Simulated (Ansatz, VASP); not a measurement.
Rh: VASP beside Ansatz

INCAR

```
SYSTEM = Rh
PREC = Accurate
ENCUT = 520
EDIFF = 1E-6
ISMEAR = -1
SIGMA = 0.05
LREAL = .FALSE.
LASPH = .TRUE.
NELM = 150
ALGO = Normal
ISIF = 2
LWAVE = .FALSE.
LCHARG = .TRUE.
LNONCOLLINEAR = .TRUE.
MAGMOM = 0 0 0
LORBIT = 11
LSORBIT = .TRUE.
GGA_COMPAT = .FALSE.
LORBMOM = .TRUE.
LMAXMIX = 4
GGA = PE
LVHAR = .TRUE.
NBANDS = 26
```

KPOINTS

```
regular mesh
0
G
  16 16 16
  0 0 0
```

Contents of POSCAR:

```
Rh
1.0
   -1.5352276116      1.5352276116      1.5352276116
    1.5352276116     -1.5352276116      1.5352276116
    1.5352276116      1.5352276116     -1.5352276116
Rh
1
Direct
    0.0000000000      0.0000000000      0.0000000000
```

Input for Ansatz:

```yaml
crystal:
  lattice:
    - [-1.5352276116, 1.5352276116, 1.5352276116]
    - [1.5352276116, -1.5352276116, 1.5352276116]
    - [1.5352276116, 1.5352276116, -1.5352276116]
  atoms:
    - { symbol: Rh, position: [0.0, 0.0, 0.0] }
kpoints:
  mp_grid: { grid: [16, 16, 16] }
  band_path:
    path:
      - [0.0, 0.0, 0.0]
      - [0.5, -0.5, 0.5]
      - [0.0, 0.0, 0.5]
      - [0.0, 0.0, 0.0]
      - [0.25, 0.25, 0.25]
      - [0.5, -0.5, 0.5]
      - [0.25, 0.25, 0.25]
      - [0.0, 0.0, 0.5]
    npoints: 5
scf:
  occupations: { method: fermi_dirac, width: 0.05 }
hamiltonian:
  xc: pbe
  pseudopotentials: { kind: all_electron, lapw: { basis_error: 0.0005 } }
output:
  forces: true
  stress: true
  eigenvalues: true
magnetization:
  noncollinear: true
  spin_orbit: true
```

Alike in both runs: task single point; functional PBE; k mesh 16 × 16 × 16; occupations fermi-dirac, width 0.05 eV; non-collinear spin, spin-orbit coupling.

```csv
,VASP,Ansatz
version,VASP 6.6.1,Ansatz 0.2.0
potentials or method,"VASP PAW PBE potentials, release 64 (Rh_pv), cutoff 520 eV",all-electron LAPW
```

```tsv
	VASP	Ansatz	Ansatz less VASP
pressure (GPa)	0.4	0.2	-0.18
net moment per atom (μB)	0.00	0.00	0.000
```

Ansatz ran all-electron here, and VASP with PAW potentials.
